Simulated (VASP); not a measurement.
# Al2O3 (P-3m1) in VASP: single point with PBE+D3(BJ)

Aim: the single point of Al2O3 with PBE+D3(BJ).

Program: VASP 6.6.1. These are calculated values, not measurements. Logs are shortened: lines on timing, memory, paths and dates and some standing lists are left out, and cuts for length are marked.

**1. The cell of the first run**

It takes space group P-3m1 (No. 164, trigonal). The conventional cell has a = 3.017 Å, b = 3.017 Å, c = 7.575 Å, α = 90.00°, β = 90.00°, γ = 120.00°. Within 2.2 Å of Al (site symmetry 3m) lie 4 O at 1.68 to 1.84 Å. O (site symmetry 3m) has 3 Al at 1.84 Å within 2.4 Å. Within 2.2 Å of O (site symmetry -3m) lie 2 Al at 1.68 Å.

**2. Single point, PBE+D3(BJ)**

INCAR reads:

```
SYSTEM = Al2O3
PREC = Accurate
ENCUT = 520
EDIFF = 1E-7
ISMEAR = 0
SIGMA = 0.1
LREAL = .FALSE.
LASPH = .TRUE.
NELM = 100
ALGO = Normal
ISIF = 2
LWAVE = .FALSE.
LCHARG = .FALSE.
GGA = PE
IVDW = 12
NBANDS = 20
```

KPOINTS reads:

```
Automatic mesh
0
G
  9 9 4
  0 0 0
```

POSCAR reads:

```
Al2O3
1.0
    3.0174825440      0.0000000000      0.0000000000
   -1.5087412720      2.6132165386      0.0000000000
    0.0000000000      0.0000000000      7.5746360022
Al O
2 3
Direct
    0.0000000000      0.0000000000      0.2779510000
    0.0000000000      0.0000000000      0.7220490000
    0.3333333300      0.6666666700      0.1994540000
    0.6666666700      0.3333333300      0.8005460000
    0.0000000000      0.0000000000      0.5000000000
```

Potentials or basis: VASP PAW PBE potentials, release 64 (Al, O).

Started as:

```console
> cat potpaw_PBE.64/Al/POTCAR potpaw_PBE.64/O/POTCAR > POTCAR
> mpirun -np 1 vasp_std > vasp.out
```

OUTCAR:

```text
SYSTEM = Al2O3
   PREC = Accurate
   ENCUT = 520
   EDIFF = 1E-7
   ISMEAR = 0
   LREAL = .FALSE.
   LASPH = .TRUE.
   NELM = 100
   ISIF = 2
   GGA = PE
   IVDW = 12
 IVDW          = 12

 ion  position               nearest neighbor table
   1  0.000  0.000  0.278-   5 1.68   3 1.84   3 1.84   3 1.84   2 3.36
   2  0.000  0.000  0.722-   5 1.68   4 1.84   4 1.84   4 1.84   1 3.36
   3  0.333  0.667  0.199-   1 1.84   1 1.84   1 1.84
   4  0.667  0.333  0.801-   2 1.84   2 1.84   2 1.84
   5  0.000  0.000  0.500-   1 1.68   2 1.68

  LATTYP: Found a hexagonal cell.
 ALAT       =     3.0174825440
 C/A-ratio  =     2.5102501478

  Lattice vectors:

 A1 = (   3.0174825440,   0.0000000000,   0.0000000000)
 A2 = (  -1.5087412720,   2.6132165386,   0.0000000000)
 A3 = (   0.0000000000,   0.0000000000,   7.5746360022)

Analysis of symmetry for initial positions (statically):
=====================================================================
 Subroutine PRICEL returns:
 Original cell was already a primitive cell.

 Routine SETGRP: Setting up the symmetry group for a
 hexagonal supercell.

 Subroutine GETGRP returns: Found 12 space group operations
 (whereof 12 operations were pure point group operations)
 out of a pool of 24 trial point group operations.

The static configuration has the point symmetry D_3d.

Analysis of symmetry for dynamics (positions and initial velocities):
=====================================================================
 Subroutine PRICEL returns:
 Original cell was already a primitive cell.

 Routine SETGRP: Setting up the symmetry group for a
 hexagonal supercell.

 Subroutine GETGRP returns: Found 12 space group operations
 (whereof 12 operations were pure point group operations)
 out of a pool of 24 trial point group operations.

The dynamic configuration has the point symmetry D_3d.

 Subroutine INISYM returns: Found 12 space group operations
 (whereof 12 operations are pure point group operations),
 and found     1 'primitive' translations

----------------------------------------------------------------------------------------

                                     Primitive cell

  volume of cell :      59.7285

  direct lattice vectors                    reciprocal lattice vectors
     3.017482544  0.000000000  0.000000000     0.331402083  0.191335082  0.000000000
    -1.508741272  2.613216539  0.000000000     0.000000000  0.382670163  0.000000000
     0.000000000  0.000000000  7.574636002     0.000000000  0.000000000  0.132019545

  length of vectors
     3.017482544  3.017482544  7.574636002     0.382670163  0.382670163  0.132019545

  position of ions in fractional coordinates (direct lattice)
     0.000000000  0.000000000  0.277951000
     0.000000000  0.000000000  0.722049000
     0.333333330  0.666666670  0.199454000
     0.666666670  0.333333330  0.800546000
     0.000000000  0.000000000  0.500000000

  ion indices of the primitive-cell ions
   primitive index   ion index
                 1           1
                 2           2
                 3           3
                 4           4
                 5           5

----------------------------------------------------------------------------------------

 KPOINTS: Automatic mesh

Automatic generation of k-mesh.
 Grid dimensions read from file:
 generate k-points for:    9    9    4

 Generating k-lattice:

  Cartesian coordinates                     Fractional coordinates (reciprocal lattice)
     0.036822454  0.021259454  0.000000000     0.111111111 -0.000000000  0.000000000
     0.000000000  0.042518907  0.000000000     0.000000000  0.111111111  0.000000000
     0.000000000  0.000000000  0.033004886     0.000000000  0.000000000  0.250000000

  Length of vectors
     0.042518907  0.042518907  0.033004886

  Shift w.r.t. Gamma in fractional coordinates (k-lattice)
     0.000000000  0.000000000  0.000000000

 Subroutine IBZKPT returns following result:
 ===========================================

 Found     43 irreducible k-points:

 Following reciprocal coordinates:
            Coordinates               Weight
  0.000000  0.000000  0.000000      1.000000
  0.111111 -0.000000  0.000000      6.000000
  0.222222 -0.000000  0.000000      6.000000
  0.333333  0.000000  0.000000      6.000000
  0.444444 -0.000000  0.000000      6.000000
  0.111111  0.111111  0.000000      6.000000
[... 16 lines left out ...]
  0.222222  0.111111  0.250000     12.000000
 -0.111111  0.333333  0.250000     12.000000
 [... further k-points ...]
   k-points           NKPTS =     43   k-points in BZ     NKDIM =     43   number of bands    NBANDS=     20
   number of dos      NEDOS =    301   number of ions     NIONS =      5
   total plane-waves  NPLWV =  32256
   dimension x,y,z NGX =    24 NGY =   24 NGZ =   56
   dimension x,y,z NGXF=    48 NGYF=   48 NGZF=  112
   ions per type =               2   3
   NGX,Y,Z   is equivalent  to a cutoff of  13.22, 13.22, 12.29 a.u.
   NGXF,Y,Z  is equivalent  to a cutoff of  26.45, 26.45, 24.58 a.u.
 SYSTEM =  Al2O3
   PREC   = accura    normal or accurate (medium, high low for compatibility)
   ISTART =      0    job   : 0-new  1-cont  2-samecut
   ICHARG =      2    charge: 1-file 2-atom 10-const
   ISPIN  =      1    spin polarized calculation?
   LNONCOLLINEAR =      F non collinear calculations
   LSORBIT =      F    spin-orbit coupling
   LASPH  =      T    aspherical Exc in radial PAW
   ENCUT  =  520.0 eV  38.22 Ry    6.18 a.u.   5.61  5.61 14.08*2*pi/ulx,y,z
   NELM   =    100;   NELMIN=  2; NELMDL= -5     # of ELM steps
   EDIFF  = 0.1E-06   stopping-criterion for ELM
   LREAL  =      F    real-space projection
   EDIFFG = 0.1E-05   stopping-criterion for IOM
   NSW    =      0    number of steps for IOM
   IBRION =     -1    ionic relax: 0-MD 1-quasi-New 2-CG
   NFREE  =      0    steps in history (QN), initial steepest desc. (CG)
   ISIF   =      2    stress and relaxation
   ISYM   =      2    0-nonsym 1-usesym 2-fastsym
   POTIM  = 0.5000    time-step for ionic-motion
   TEBEG  =    0.0;   TEEND  =   0.0 temperature during run
   PSTRESS=    0.0 pullay stress
   NELECT =      24.0000    total number of electrons
   NUPDOWN=      -1.0000    fix difference up-down
   EMIN   =  10.00;   EMAX   =-10.00  energy-range for DOS
   EFERMI =   0.00;   METHOD = LEGACY
   ISMEAR =     0;   SIGMA  =   0.10  broadening in eV -4-tet -1-fermi 0-gaus
   EFERMI_NEDOS =   21; number of points for ismear=-14 and -15
   IALGO  =     38    algorithm
   IMIX   =      4    mixing-type and parameters
     AMIX     =   0.40;   BMIX     =  1.00
     AMIX_MAG =   1.60;   BMIX_MAG =  1.00
  volume/ion in A,a.u.               =      11.95        80.61
  Fermi-wavevector in a.u.,A,eV,Ry     =   1.208049  2.282882 19.856107  1.459383
  Thomas-Fermi vector in A             =   2.343669
   LORBIT       =      0    0 simple, 1 ext, 2 COOP (PROOUT), +10 PAW based schemes
   GGA     = PE    functional components
   LHFCALC =     F    Hartree Fock is set to
   AEXX    =    0.0000 exact exchange contribution
   IVDW    =    12    specifies the selected vdW correction
   LEPSILON=     F    determine dielectric tensor
   LRPA    =     F    only Hartree local field effects (RPA)
 non-spin polarized calculation
 Gauss-broadening in eV      SIGMA  =   0.10
  energy-cutoff  :      520.00
  volume of cell :       59.73
 maximum number of plane-waves:      1632
 NGX is ok and might be reduce to    24
   NGX = 11   NGY = 11   NGZ = 29

 number of electron      24.0000012 magnetization

 Free energy of the ion-electron system (eV)
  ---------------------------------------------------
  ext. energy  EPLUGINS =         0.00000000
  ---------------------------------------------------
  free energy    TOTEN  =       -36.19197247 eV

  energy without entropy =      -36.19197247  energy(sigma->0) =      -36.19197247

 E-fermi :   4.3927     XC(G=0):  -9.7007

 val. band max:        3.8603572338   @ k =   0.0000   0.0000   0.0000
 cond. band min:       6.1465022480   @ k =   0.0000   0.0000   0.0000
 fundamental gap:      2.2861450142
 Fermi energy:         4.3927180805

 k-point     1 :       0.0000    0.0000    0.0000
  band No.  band energies     occupation
      1     -15.7728      2.00000
      2     -15.5828      2.00000
      3     -13.0118      2.00000
      4      -1.9968      2.00000
      5      -0.6364      2.00000
      6       0.1166      2.00000
[... 12 lines left out ...]
     19      15.9123      0.00000
     20      16.2785      0.00000

 k-point     2 :       0.1111   -0.0000    0.0000
  band No.  band energies     occupation
      1     -15.6785      2.00000
      2     -15.4994      2.00000
      3     -12.9624      2.00000
      4      -1.9643      2.00000
      5      -0.6050      2.00000
      6      -0.3391      2.00000
[... 12 lines left out ...]
     19      15.9511      0.00000
     20      16.1904      0.00000

 k-point     3 :       0.2222   -0.0000    0.0000
  band No.  band energies     occupation
      1     -15.4261      2.00000
      2     -15.2799      2.00000
      3     -12.8365      2.00000
      4      -2.1554      2.00000
      5      -1.4722      2.00000
      6      -0.7650      2.00000
[... 12 lines left out ...]
     19      15.8558      0.00000
     20      16.7538      0.00000

 k-point     4 :       0.3333    0.0000    0.0000
  band No.  band energies     occupation
      1     -15.1098      2.00000
      2     -15.0152      2.00000
      3     -12.6931      2.00000
      4      -2.8385      2.00000
      5      -2.4824      2.00000
      6      -0.6454      2.00000
[... 12 lines left out ...]
     19      15.5628      0.00000
     20      17.0096      0.00000

 k-point     5 :       0.4444   -0.0000    0.0000
  band No.  band energies     occupation
      1     -14.8748      2.00000
      2     -14.8395      2.00000
      3     -12.6010      2.00000
      4      -3.3529      2.00000
      5      -3.0837      2.00000
      6      -0.5384      2.00000
[... 12 lines left out ...]
     19      14.9950      0.00000
     20      16.9701      0.00000

 k-point     6 :       0.1111    0.1111    0.0000
  band No.  band energies     occupation
      1     -15.5048      2.00000
      2     -15.3477      2.00000
      3     -12.8746      2.00000
      4      -2.0308      2.00000
      5      -1.1325      2.00000
      6      -0.6630      2.00000
[... 12 lines left out ...]
     19      15.8081      0.00000
     20      16.6581      0.00000

 k-point     7 :       0.2222    0.1111    0.0000
  band No.  band energies     occupation
      1     -15.2187      2.00000
      2     -15.1037      2.00000
      3     -12.7393      2.00000
      4      -2.4980      2.00000
      5      -2.0484      2.00000
      6      -0.7381      2.00000
[... 12 lines left out ...]
     19      15.9979      0.00000
     20      16.8844      0.00000
[... 277 lines left out ...]
 k-point    20 :       0.4444   -0.0000    0.2500
  band No.  band energies     occupation
      1     -14.8789      2.00000
      2     -14.8353      2.00000
      3     -12.6017      2.00000
      4      -3.3912      2.00000
      5      -3.0292      2.00000
      6      -0.5237      2.00000
[... 12 lines left out ...]
     19      15.1935      0.00000
     20      17.0711      0.00000

 k-point    21 :       0.0000    0.4444    0.2500
  band No.  band energies     occupation
      1     -14.8645      2.00000
      2     -14.8501      2.00000
      3     -12.6010      2.00000
      4      -3.4104      2.00000
      5      -3.0139      2.00000
      6      -0.5552      2.00000
[... 12 lines left out ...]
     19      15.1092      0.00000
     20      17.0373      0.00000

 k-point    22 :       0.1111    0.1111    0.2500
  band No.  band energies     occupation
      1     -15.4831      2.00000
      2     -15.3718      2.00000
      3     -12.8714      2.00000
      4      -2.0428      2.00000
      5      -1.1184      2.00000
      6      -0.8854      2.00000
[... 12 lines left out ...]
     19      16.4027      0.00000
     20      16.6394      0.00000

 k-point    23 :       0.2222    0.1111    0.2500
  band No.  band energies     occupation
      1     -15.2042      2.00000
      2     -15.1191      2.00000
      3     -12.7381      2.00000
      4      -2.4819      2.00000
      5      -2.0308      2.00000
      6      -0.8843      2.00000
[... 12 lines left out ...]
     19      16.1043      0.00000
     20      16.7990      0.00000

 k-point    24 :      -0.1111    0.3333    0.2500
  band No.  band energies     occupation
      1     -15.2006      2.00000
      2     -15.1231      2.00000
      3     -12.7376      2.00000
      4      -2.5134      2.00000
      5      -2.0017      2.00000
      6      -0.9300      2.00000
[... 12 lines left out ...]
     19      16.4445      0.00000
     20      16.6623      0.00000

 [... further k-points ...]

------------------------ aborting loop because EDIFF is reached ----------------------------------------

 Edisp (eV)   -0.83928

 E8    (eV) :    -0.3175

  FORCE on cell =-STRESS in cart. coord.  units (eV):
  Direction    XX          YY          ZZ          XY          YZ          ZX
  --------------------------------------------------------------------------------------
  -------------------------------------------------------------------------------------
  Total      -1.12724    -1.12724    -1.00321     0.00000     0.00000     0.00000
  in kB     -30.23744   -30.23744   -26.91040     0.00000     0.00000     0.00000
  external pressure =      -29.13 kB  Pullay stress =        0.00 kB

 VOLUME and BASIS-vectors are now :
 -----------------------------------------------------------------------------
  energy-cutoff  :      520.00
  volume of cell :       59.73
      direct lattice vectors                 reciprocal lattice vectors
     3.017482544  0.000000000  0.000000000     0.331402083  0.191335082  0.000000000
    -1.508741272  2.613216539  0.000000000     0.000000000  0.382670163  0.000000000
     0.000000000  0.000000000  7.574636002     0.000000000  0.000000000  0.132019545

 POSITION                                       TOTAL-FORCE (eV/Angst)
 -----------------------------------------------------------------------------------
      0.00000      0.00000      2.10538        -0.000000      0.000000      0.088270
      0.00000      0.00000      5.46926        -0.000000     -0.000000     -0.088270
     -0.00000      1.74214      1.51079         0.000000     -0.000000      0.093487
      1.50874      0.87107      6.06384        -0.000000      0.000000     -0.093487
      0.00000      0.00000      3.78732        -0.000000      0.000000     -0.000000
 -----------------------------------------------------------------------------------
    total drift:                                0.000000      0.000000      0.000000

  FREE ENERGIE OF THE ION-ELECTRON SYSTEM (eV)
  ---------------------------------------------------
  free  energy   TOTEN  =       -37.0312510377 eV

  energy  without entropy=      -37.0312510377  energy(sigma->0) =      -37.03125104
```

It took 18 s on 1 thread of Intel Xeon 6975P-C (Granite Rapids), shared host; peak memory 0.2 GiB.

What came out:

| Item | Value |
| --- | --- |
| Free energy | -37.0313 eV |
| Pressure | -2.9 GPa |
| Largest force | 0.093 eV/Å |
| Band gap on the k mesh | 2.29 eV, direct |
| Dispersion energy per atom | -0.168 eV |

Forces in eV/Å, atoms in the order of the input:
```
Al   0.000  0.000  0.088
Al   0.000  0.000 -0.088
O    0.000  0.000  0.093
O    0.000  0.000 -0.093
O    0.000  0.000  0.000
```
